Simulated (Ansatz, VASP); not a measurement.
Given: the input of a run of VASP 6.6.1 on Ga3Se.

INCAR

```
SYSTEM = Ga3Se
  PREC = Accurate
  ENCUT = 600
  EDIFF = 1E-6
  ISMEAR = -1
  SIGMA = 0.05
  LREAL = .False.
  LASPH = .True.
  NELM = 80
  ALGO = Normal
  ISIF = 3
  LWAVE = .False.
  LCHARG = .False.
  GGA = B5
  ALDAX = 1.0
  AGGAX = 1.0
  AGGAC = 1.0
  ALDAC = 0.0
  IBRION = 2
  NSW = 60
  EDIFFG = -0.01
```

KPOINTS

```
Automatic mesh
0
Gamma
  6 6 6
  0 0 0
```

File POSCAR:

```
Ga3Se
1.0
    4.4324650000      0.0000000000      0.0000000000
    0.0000000000      4.4324650000      0.0000000000
    0.0000000000      0.0000000000      4.4324650000
Se Ga
1 3
Direct
    0.0000000000      0.0000000000      0.0000000000
    0.5000000000      0.5000000000      0.0000000000
    0.5000000000      0.0000000000      0.5000000000
    0.0000000000      0.5000000000      0.5000000000
```

Potentials or basis: VASP PAW PBE potentials, release 64 (Se, Ga_d).

Command:

```sh
$ cat potpaw_PBE.64/Se/POTCAR potpaw_PBE.64/Ga_d/POTCAR > POTCAR
$ mpirun -np 1 vasp_std > vasp.out
```

Question: Set up the same calculation for Ansatz 0.2.0. Potentials there: Ansatz PAW.

Answer: As run (the cutoff follows the program's own potentials):

File input.yaml:

```yaml
crystal:
  lattice:
    - [4.432465, 0.0, 0.0]
    - [0.0, 4.432465, 0.0]
    - [0.0, 0.0, 4.432465]
  atoms:
    - { symbol: Se, position: [0.0, 0.0, 0.0] }
    - { symbol: Ga, position: [0.5, 0.5, 0.0] }
    - { symbol: Ga, position: [0.5, 0.0, 0.5] }
    - { symbol: Ga, position: [0.0, 0.5, 0.5] }
hamiltonian:
  xc: blyp
  pseudopotentials: { kind: paw }
kpoints:
  mp_grid: { grid: [6, 6, 6] }
scf:
  occupations: { method: fermi_dirac, width: 0.05 }
output:
  forces: true
  stress: true
  eigenvalues: true
relax:
  f_tol: 0.01
  max_steps: 40
  cell: { stress_tol: 0.05 }
```

Potentials or basis: Ansatz PAW.

Run with:

```bash
$ ansatz run input.yaml --threads 2 --pin off --max-ram 5632MiB --backend cpu --events-out ev --progress --plain --runs-dir out
```

Both were run:

|  | VASP | Ansatz | Ansatz less VASP |
| --- | --- | --- | --- |
| gap on the k mesh at the Fermi level, each at its own relaxed structure (eV) | none | none | - |
| relaxed volume (Å³/atom) | 24.73 | 24.71 | -0.023 |
| relaxed length of the cell vector where the two differ most in proportion (Å) | 4.625 | 4.623 | -0.0014 |

VASP's potentials were made for PBE, not for BLYP. A gap of «none» marks a metal or a gap that the smearing closes. VASP's potentials hold 45 valence electrons a cell and Ansatz's 55, so a difference there can come from the potentials and not from the codes.

Noted on Ansatz's run: the plane-wave basis is chosen anew once the cell has moved, so the energies of steps on either side of that aren't comparable.
